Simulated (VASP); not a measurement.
HfO2, 6 atoms in the cell. It takes space group P4_2/nmc (No. 137, tetragonal). The conventional cell has a = 3.567 Å, b = 3.567 Å, c = 5.044 Å, α = 90.00°, β = 90.00°, γ = 90.00°. Within 2.7 Å of Hf (site symmetry -4m2) lie 8 O at 2.05 to 2.33 Å. O (site symmetry 2mm) has 4 Hf at 2.05 to 2.33 Å and 6 O at 2.52 to 2.57 Å within 2.7 Å. 

* Program: VASP 6.6.1
* Task: relaxation of the atoms
* Functional: PBEsol
* Potentials or basis: VASP PAW PBE potentials, release 64 (Hf_pv, O)
* Cutoff: 520 eV
* k mesh: 6 × 6 × 6
* Occupations: gaussian, width 0.05 eV
* Spin: no spin polarisation
* Dipole correction: no
* Further INCAR settings: ALGO = Normal; EDIFF = 1e-06; IBRION = 2; EDIFFG = -0.01; NSW = 70

Potentials or basis: VASP PAW PBE potentials, release 64 (Hf_pv, O).

Command:

```console
$ cat potpaw_PBE.64/Hf_pv/POTCAR potpaw_PBE.64/O/POTCAR > POTCAR
$ mpirun -np 1 vasp_std > vasp.out
```

Hardware: 1 thread of Intel(R) Xeon(R) Platinum 8375C CPU @ 2.90GHz (Ice Lake), on a shared host.

**Question.** How long does it take, and how much memory?

**Answer.** Wall time 93 s on 1 thread of Intel(R) Xeon(R) Platinum 8375C CPU @ 2.90GHz (Ice Lake), on a shared host, peak memory 0.21 GiB. Counts: scf iterations 26, k points 40, ion steps 3.
